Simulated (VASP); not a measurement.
**BN (f.balt): relaxation of cell and atoms with PBEsol**

The system is BN (f.balt).

```
CELL_PARAMETERS angstrom
0.00000 1.80500 1.80500
1.80500 0.00000 1.80500
1.80500 1.80500 0.00000
ATOMIC_POSITIONS crystal
B 0.00000 0.00000 0.00000
N 0.25000 0.25000 0.25000
```

```
Program                : VASP 6.6.1
Task                   : relaxation of cell and atoms
Functional             : PBEsol
Potentials or basis    : VASP PAW PBE potentials, release 64 (B, N)
Cutoff                 : 600 eV
k mesh                 : 12 × 12 × 12
Occupations            : gaussian, width 0.02 eV
Spin                   : no spin polarisation
Dipole correction      : no
Further INCAR settings : ALGO = Normal; EDIFF = 1e-07; IBRION = 2; EDIFFG = -0.002; NSW = 100; ISIF = 3
```

| Item | Value |
| --- | --- |
| Relaxed volume | 5.86 Å³/atom |
| Relaxed cell | a = 2.550 Å, b = 2.550 Å, c = 2.550 Å, α = 60.00°, β = 60.00°, γ = 60.00° |
| Space group after relaxing (to 0.05 Å) | F-43m (No. 216) |
| Energy gained by relaxing | 0.1 meV/atom |
| Ionic steps | 3 |
| Pressure after relaxing | 0.0 GPa |
| Band gap on the k mesh | 4.28 eV, indirect (least direct gap 8.79 eV) |

Step by step:
| step | energy change (eV) | largest force (eV/Å) | pressure (GPa) | volume (Å³) |
| --- | --- | --- | --- | --- |
| 1 | 0.0000 | 0.0000 | -1.06 | 11.76 |
| 2 | 0.0000 | 0.0000 | 1.12 | 11.70 |
| 3 | -0.0001 | 0.0000 | 0.00 | 11.73 |

Final structure:
```yaml
crystal:
  lattice:
    - [0.00000, 1.80333, 1.80333]
    - [1.80333, 0.00000, 1.80333]
    - [1.80333, 1.80333, 0.00000]
  atoms:
    - { symbol: B, position: [0.00000, 0.00000, 0.00000] }
    - { symbol: N, position: [0.25000, 0.25000, 0.25000] }
```

Levels at points of the mesh, in eV from the valence-band top:
```
           k point  band 1  band 2  band 3  band 4  band 5  band 6  band 7  band 8
(0.00, 0.00, 0.00)  -20.33    0.00    0.00    0.00    8.79    8.79    8.79   10.38
(0.50, 0.00, 0.00)  -16.03  -10.84   -1.96   -1.96   10.18   10.66   10.66   15.15
(0.50, 0.50, 0.00)  -14.64   -9.01   -4.97   -4.97    4.28    9.13   17.98   17.98
```

It took 7.5 s on 1 thread of AMD EPYC 9R45 96-Core Processor (Zen 5), on a shared host, peak memory 0.09 GiB.

Caveat: the PAW data sets were made with another functional, which shifts forces and pressure a little. A k mesh can miss the band edges.
